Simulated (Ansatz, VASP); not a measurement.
# BPd4: VASP beside Ansatz

```xyz
5
Lattice="6.0827 0.0000 0.0000 0.0000 6.0827 0.0000 0.0000 0.0000 2.5612" Properties=species:S:1:pos:R:3 pbc="T T T"
B     3.0414    3.0414    0.0000
Pd    1.7867    0.0000    1.2806
Pd    4.2960    0.0000    1.2806
Pd    0.0000    1.7867    1.2806
Pd    0.0000    4.2960    1.2806
```

Alike in both runs: functional PBE; k mesh 4 × 4 × 6; occupations gaussian, width 0.1 eV; no spin polarisation.

Ansatz relaxed the structure, and its values are those at the end. VASP's run is a single point on that final structure, the one shown.

|  | VASP | Ansatz |
| --- | --- | --- |
| version | VASP 6.6.1 | Ansatz 0.2.0 |
| potentials or method | VASP PAW PBE potentials, release 64 (B, Pd), cutoff 520 eV | scalar-relativistic, plane waves, PAW |
| valence electrons in the cell | 43 | 75 |

|  | VASP | Ansatz | Ansatz less VASP |
| --- | --- | --- | --- |
| gap on the k mesh at the Fermi level (eV) | none | none | - |
| pressure (GPa) | -0.6 | -0.3 | +0.31 |
| rms of the force components (eV/Å) | 0.017 | 0.012 | -0.0052 |

A gap of «none» marks a metal or a gap that the smearing closes. With one functional, cell and mesh, what is left measures potentials, basis and numerics. VASP's potentials hold 43 valence electrons a cell and Ansatz's 75, so a difference there can come from the potentials and not from the codes.

The k mesh is coarse, so the values compare programs but aren't converged.
